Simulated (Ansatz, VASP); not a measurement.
Rb: VASP beside Ansatz

```
Rb
1.0
     4.61439    0.00000    0.00000
     0.00000    4.61439    0.00000
     0.00000    0.00000    4.61439
Rb
1
Direct
  0.00000 0.00000 0.00000
```

Alike in both runs: functional r2SCAN; k mesh 12 × 12 × 12; occupations gaussian, width 0.1 eV; no spin polarisation.

Ansatz relaxed the structure, and its values are those at the end. VASP's run is a single point on that final structure, the one shown.

|  | VASP | Ansatz |
| --- | --- | --- |
| version | VASP 6.6.1 | Ansatz 0.2.0 |
| potentials or method | VASP PAW PBE potentials, release 64 (Rb_sv), cutoff 520 eV | scalar-relativistic, plane waves, PAW |
| valence electrons in the cell | 9 | 9 |

```tsv
	VASP	Ansatz	Ansatz less VASP
gap on the k mesh at the Fermi level (eV)	none	none	-
pressure (GPa)	0.0	0.0	-0.01
```

VASP's potentials were made for PBE, not for r2SCAN. A gap of «none» marks a metal or a gap that the smearing closes.
